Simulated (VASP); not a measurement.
Input of a VASP 6.6.1 run:

The input INCAR:

```
SYSTEM = Mo
ALGO = Normal ; EDIFF = 1E-6
ENCUT = 520 ; GGA = RP
ISIF = 2 ; ISMEAR = -1
IVDW = 13 ; LASPH = .True.
LCHARG = .False. ; LREAL = .False.
LWAVE = .False. ; NBANDS = 13
NELM = 80 ; PREC = Accurate
SIGMA = 0.05
```

The input KPOINTS:

```
k-points
0
Gamma
  12 12 12
  0 0 0
```

The input POSCAR:

```
Mo
1.0
   -1.5731790612      1.5731790612      1.5731790612
    1.5731790612     -1.5731790612      1.5731790612
    1.5731790612      1.5731790612     -1.5731790612
Mo
1
Direct
    0.0000000000      0.0000000000      0.0000000000
```

Potentials or basis: VASP PAW PBE potentials, release 64 (Mo_sv).

Command:

```bash
$ cat potpaw_PBE.64/Mo_sv/POTCAR > POTCAR
$ mpirun -np 1 vasp_std > vasp.out
```

(1) Predict the band gap on the k mesh.

(2) What does it give for the dispersion energy per atom?

(3) Predict the pressure.

## Answers

(1) zero (band 7 reaches 16.71 eV, above the bottom of band 8 at 11.35 eV).

(2) -1.122 eV.

(3) -3.4 GPa.

Caveat: the PAW data sets were made with another functional, which shifts forces and pressure a little; pairwise dispersion overbinds metals, which lowers pressure and volume.
